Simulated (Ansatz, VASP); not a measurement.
## Ni in VASP and in Ansatz

```
Ni
1.0
    -1.38372    1.38372    1.38372
     1.38372   -1.38372    1.38372
     1.38372    1.38372   -1.38372
Ni
1
Direct
  0.00000 0.00000 0.00000
```

Alike in both runs: task single point; functional PBEsol; k mesh 11 × 11 × 11; occupations fermi-dirac, width 0.05 eV; collinear spin; fixed moment 2 μB.

|  | VASP | Ansatz |
| --- | --- | --- |
| version | VASP 6.6.1 | Ansatz 0.2.0 |
| potentials or method | VASP PAW PBE potentials, release 64 (Ni) | Ansatz PAW |
| plane-wave cutoff (eV) | 520 | 420 |
| valence electrons in the cell | 10 | 18 |

VASP gave:

```
net moment per atom (μB)                                      : 2.00
size of the moment on the site where the two differ most (μB) : 1.89
```

**Question.** Which values does Ansatz return?

**Answer.** net moment per atom (μB): 2.00; size of the moment on the site where the two differ most (μB): 1.78.

VASP's potentials were made for PBE, not for PBEsol. Site moments also hang on the region over which each program counts them. VASP's potentials hold 10 valence electrons a cell and Ansatz's 18, so a difference there can come from the potentials and not from the codes.
